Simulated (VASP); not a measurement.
## C: relaxation of cell and atoms with LDA

The system is C.

```
CELL_PARAMETERS angstrom
2.44490 0.00000 0.00000
-1.22245 2.11734 0.00000
0.00000 0.00000 6.65403
ATOMIC_POSITIONS crystal
C 0.00000 0.00000 0.00250
C 0.00000 0.00000 0.50250
C 0.33333 0.66667 0.00250
C 0.66667 0.33333 0.50250
```

```
Program                : VASP 6.6.1
Task                   : relaxation of cell and atoms
Functional             : LDA
Potentials or basis    : VASP PAW LDA potentials, release 64 (C)
Cutoff                 : 600 eV
k mesh                 : 10 × 10 × 4
Occupations            : gaussian, width 0.01 eV
Spin                   : no spin polarisation
Target pressure        : 2 GPa
Dipole correction      : no
Further INCAR settings : ALGO = Normal; EDIFF = 1e-06; IBRION = 2; EDIFFG = -0.002; NSW = 100; ISIF = 3
```

- Relaxed volume: 8.15 Å³/atom
- Relaxed cell: a = 2.442 Å, b = 2.442 Å, c = 6.312 Å, α = 90.00°, β = 90.00°, γ = 120.00°
- Space group after relaxing (to 0.05 Å): P6_3/mmc (No. 194)
- Energy change on relaxing (the enthalpy is what falls): +2.2 meV/atom
- Ionic steps: 10
- Pressure after relaxing: 2.0 GPa
- Band gap on the k mesh: 0.96 eV, direct

The path:
```
step  energy change (eV)  largest force (eV/Å)  pressure (GPa)  volume (Å³)
   1              0.0000                0.0000            0.32        34.45
   2              0.0044                0.0000            3.57        34.00
   3              0.0020                0.0000            2.43        34.15
   4              0.0018                0.0000            2.40        34.00
   5              0.0022                0.0000            2.33        33.55
   6              0.0082                0.0000            2.30        32.65
   7              0.0097                0.0000            2.32        32.53
   8              0.0093                0.0000            2.30        32.56
   9              0.0079                0.0000            1.22        32.68
  10              0.0088                0.0000            2.00        32.60
```

Final structure:
```
C
1.0
     2.44201    0.00000    0.00000
    -1.22101    2.11484    0.00000
     0.00000    0.00000    6.31155
C
4
Direct
  0.00000 0.00000 0.00250
  0.00000 0.00000 0.50250
  0.33333 0.66667 0.00250
  0.66667 0.33333 0.50250
```

Levels at points of the mesh, in eV from the valence-band top:
```csv
k point,band 5,band 6,band 7,band 8,band 9,band 10,band 11,band 12
"(0.00, 0.00, 0.00)",-2.61,-2.61,-2.58,-2.58,4.77,8.83,8.83,8.92
"(0.50, 0.00, 0.00)",-6.11,-6.01,-2.65,-1.71,1.88,2.75,7.83,8.47
"(0.00, 0.00, 0.50)",-2.60,-2.60,-2.60,-2.60,7.96,7.96,8.88,8.88
"(0.50, 0.00, 0.50)",-6.06,-6.06,-2.04,-2.04,1.96,1.96,8.14,8.14
```

Wall time 46 s on 1 thread of Intel(R) Xeon(R) Platinum 8488C (Sapphire Rapids) (shared host), peak memory 0.13 GiB.

Caveat: the cell is relaxed towards a set pressure, so the enthalpy falls and the energy may rise. LDA usually gives volumes a few per cent too small.
